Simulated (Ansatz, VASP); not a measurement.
**AlGa2As3: VASP beside Ansatz**

```
Al Ga As
1.0
     6.59136    0.00000    0.00000
    -3.29568    5.70829    0.00000
     0.00000    0.00000    3.66387
Al Ga As
1 2 3
Cartesian
  0.0000 0.0000 1.8319
  0.0000 3.8055 1.8319
  3.2957 1.9028 1.8319
  -1.6478 2.8541 0.0000
  3.2957 0.0000 0.0000
  1.6478 2.8541 0.0000
```

Change from the starting cell: species swapped into the SmB2Ir3 type (P6/mmm, No. 191).

Alike in both runs: functional PBE; k mesh 3 × 3 × 6; occupations gaussian, width 0.1 eV; no spin polarisation.

Ansatz relaxed the structure, and its values are those at the end. VASP's run is a single point on that final structure, the one shown.

|  | VASP | Ansatz |
| --- | --- | --- |
| version | VASP 6.6.1 | Ansatz 0.2.0 |
| potentials or method | VASP PAW PBE potentials, release 64 (Al, Ga_d, As), cutoff 520 eV | scalar-relativistic, plane waves, PAW |
| valence electrons in the cell | 44 | 74 |

```csv
,VASP,Ansatz,Ansatz less VASP
gap on the k mesh at the Fermi level (eV),none,none,-
pressure (GPa),0.2,0.1,-0.12
```

A gap of «none» marks a metal or a gap that the smearing closes. VASP's potentials hold 44 valence electrons a cell and Ansatz's 74, so a difference there can come from the potentials and not from the codes.

The k mesh is coarse, so the values compare programs but aren't converged.
